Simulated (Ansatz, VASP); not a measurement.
**Two plane-wave programs on Ir**

```xyz
1
Lattice="0.0000 2.2703 1.4285 2.2703 0.0000 1.4285 2.2703 2.2703 0.0000" Properties=species:S:1:pos:R:3 pbc="T T T"
Ir    0.0000    0.0000    0.0000
```

Alike in both runs: task single point; functional PBE; k mesh 22 × 22 × 22; occupations gaussian, width 0.15 eV; no spin polarisation.

|  | VASP | Ansatz |
| --- | --- | --- |
| version | VASP 6.6.1 | Ansatz 0.2.0 |
| potentials or method | VASP PAW PBE potentials, release 64 (Ir), cutoff 520 eV | scalar-relativistic, plane waves, PAW |
| valence electrons in the cell | 9 | 17 |

```csv
,VASP,Ansatz,Ansatz less VASP
gap on the k mesh at the Fermi level (eV),none,none,-
pressure (GPa),5.0,4.4,-0.59
"traceless stress, the component that is largest in VASP (GPa)",-21.93,-22.15,-0.228
```

A gap of «none» marks a metal or a gap that the smearing closes. VASP's potentials hold 9 valence electrons a cell and Ansatz's 17, so a difference there can come from the potentials and not from the codes.

Neither program's run includes spin-orbit coupling.
